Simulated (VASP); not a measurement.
Set up this calculation in VASP 6.6.1, as the native input.

```yaml
Task: single point
Functional: PBEsol
Potentials_or_basis: VASP PAW PBE potentials, release 64 (P)
Cutoff: 520 eV
k_mesh: 16 × 16 × 16
Occupations: fermi-dirac, width 0.1 eV
Spin: no spin polarisation
Dipole_correction: no
Further_INCAR_settings: ALGO = Normal; EDIFF = 1e-06; NBANDS = 8
```

The structure of P lies in POSCAR:

```
P
1.0
    0.0000000000      1.9839126261      1.9839126261
    1.9839126261      0.0000000000      1.9839126261
    1.9839126261      1.9839126261      0.0000000000
P
1
Direct
    0.0000000000      0.0000000000      0.0000000000
```

This cell differs from its parent crystal: volume scaled by 1.12.

The input as run:

INCAR

```
PREC = Accurate
ENCUT = 520
EDIFF = 1E-6
ISMEAR = -1
SIGMA = 0.1
LREAL = False
LASPH = True
NELM = 100
ALGO = Normal
ISIF = 2
LWAVE = False
LCHARG = False
GGA = PS
NBANDS = 8
```

KPOINTS

```
Automatic mesh
0
Gamma
  16 16 16
```

Potentials or basis: VASP PAW PBE potentials, release 64 (P).

Run with:

```console
$ cat potpaw_PBE.64/P/POTCAR > POTCAR
$ mpirun -np 1 vasp_std > vasp.out
```

It gave:

- Pressure: -9.2 GPa

Caveat: the PAW data sets were made with another functional, which shifts forces and pressure a little.

It took 7 s on 1 thread of Intel Xeon 6975P-C (shared host), peak memory 0.14 GiB.
